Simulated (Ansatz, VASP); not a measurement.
# Na in VASP and in Ansatz

File POSCAR:

```
Na
1.0
    3.3244992484      0.0000000000      0.0000000000
    0.0000000000      3.3244992484      0.0000000000
    0.0000000000      0.0000000000      3.3244992484
Na
1
Direct
    0.0000000000      0.0000000000      0.0000000000
```

Contents of INCAR.step1:

```
SYSTEM = Na
  PREC = Accurate
  ENCUT = 520
  ISMEAR = -1
  SIGMA = 0.1
  LREAL = .False.
  LASPH = .True.
  NELM = 100
  NBANDS = 10
  GGA = PE
  ALGO = Normal
  EDIFF = 1E-4
  LWAVE = .True.
  LCHARG = .False.
```

The input INCAR.step2:

```
SYSTEM = Na
  PREC = Accurate
  ENCUT = 520
  EDIFF = 1E-7
  ISMEAR = -1
  SIGMA = 0.1
  LREAL = .False.
  LASPH = .True.
  NELM = 100
  ALGO = Normal
  ISIF = 2
  LWAVE = .False.
  LCHARG = .False.
  METAGGA = R2SCAN
  LMIXTAU = .True.
  NBANDS = 10
  ISTART = 1
```

KPOINTS

```
regular mesh
0
Gamma
  10 10 10
  0 0 0
```

Input for Ansatz:

```yaml
crystal:
  lattice:
    - [3.3244992484, 0.0, 0.0]
    - [0.0, 3.3244992484, 0.0]
    - [0.0, 0.0, 3.3244992484]
  atoms:
    - { symbol: Na, position: [0.0, 0.0, 0.0] }
hamiltonian:
  xc: r2scan
  pseudopotentials:
    kind: paw
    azcp:
      Na: "pseudopotentials/Na.paw.azcp"
basis:
  ecutwfc: 500
  fft_grid_basis: typed
kpoints:
  mp_grid: { grid: [10, 10, 10], shift: [0, 0, 0] }
magnetization:
  spin_polarized: false
scf:
  occupations: { method: fermi_dirac, width: 0.1 }
  lower_state_search: "off"
output:
  stress: true
  write_density: true
  write_potential: true
  elf: true
  volumetric_format: npy
```

Alike in both runs: task single point; functional r2SCAN; k mesh 10 × 10 × 10; occupations fermi-dirac, width 0.1 eV; no spin polarisation.

|  | VASP | Ansatz |
| --- | --- | --- |
| version | VASP 6.6.1 | Ansatz 0.2.0 |
| potentials or method | VASP PAW PBE potentials, release 64 (Na_pv), cutoff 520 eV | plane waves (500 eV) with PAW, scalar-relativistic |
| valence electrons in the cell | 7 | 9 |

|  | VASP | Ansatz | Ansatz less VASP |
| --- | --- | --- | --- |
| pressure (GPa) | 0.6 | 0.6 | 0.00 |

VASP's potentials were made for PBE, not for r2SCAN. VASP's potentials hold 7 valence electrons a cell and Ansatz's 9, so a difference there can come from the potentials and not from the codes.
